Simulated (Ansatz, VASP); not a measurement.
**SrAl2O2 in VASP and in Ansatz**

```
CELL_PARAMETERS angstrom
-1.97765 1.97765 6.10766
1.97765 -1.97765 6.10766
1.97765 1.97765 -6.10766
ATOMIC_POSITIONS crystal
Sr 0.00000 0.00000 0.00000
Al 0.75000 0.25000 0.50000
Al 0.25000 0.75000 0.50000
O 0.24211 0.24211 0.00000
O 0.75789 0.75789 0.00000
```

Change from the starting cell: species swapped into the LaCo2As2 type (I4/mmm, No. 139).

Alike in both runs: functional PBE; k mesh 6 × 6 × 6; occupations gaussian, width 0.1 eV; no spin polarisation.

Ansatz relaxed the structure, and its values are those at the end. VASP's run is a single point on that final structure, the one shown.

|  | VASP | Ansatz |
| --- | --- | --- |
| version | VASP 6.6.1 | Ansatz 0.2.0 |
| potentials or method | VASP PAW PBE potentials, release 64 (Sr_sv, Al, O), cutoff 520 eV | scalar-relativistic, plane waves, PAW |
| valence electrons in the cell | 28 | 28 |

|  | VASP | Ansatz | Ansatz less VASP |
| --- | --- | --- | --- |
| gap on the k mesh at the Fermi level (eV) | none | none | - |
| pressure (GPa) | 0.0 | 0.1 | 0.00 |

A gap of «none» marks a metal or a gap that the smearing closes. With one functional, cell and mesh, what is left measures potentials, basis and numerics.

The k mesh is coarse, so the values compare programs but aren't converged.
